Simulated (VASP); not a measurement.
A run of VASP 6.6.1 is set up as follows.

File INCAR:

```
SYSTEM = RhN
PREC = Accurate
ENCUT = 520
EDIFF = 1E-7
ISMEAR = -1
SIGMA = 0.08
LREAL = .False.
LASPH = .True.
NELM = 100
ALGO = Normal
ISIF = 2
LWAVE = .False.
LCHARG = .False.
GGA = PE
NBANDS = 28
```

The input KPOINTS:

```
Automatic mesh
0
Gamma
  14 14 8
  0 0 0
```

The input POSCAR:

```
RhN
1.0
    2.1991858962      0.0000000000      0.0000000000
   -1.0995929481      1.9045508537      0.0000000000
    0.0000000000      0.0000000000      5.8287188379
Rh N
2 2
Direct
    0.3333333333      0.6666666667      0.0467888288
    0.6666666667      0.3333333333      0.5467888288
    0.3333333333      0.6666666667      0.3292111712
    0.6666666667      0.3333333333      0.8292111712
```

Potentials or basis: VASP PAW PBE potentials, release 64 (Rh_pv, N).

Launch:

```bash
$ cat potpaw_PBE.64/Rh_pv/POTCAR potpaw_PBE.64/N/POTCAR > POTCAR
$ mpirun -np 1 vasp_std > vasp.out
```

Question: What does it give for the largest force?

Answer: 0.096 eV/Å.

Question: What does it give for the pressure?

Answer: 563.9 GPa.

Stress tensor (GPa, compression positive):
```
565.24   0.00   0.00
  0.00 565.24   0.00
  0.00   0.00 561.29
```

Caveat: the cell stands under pressure.
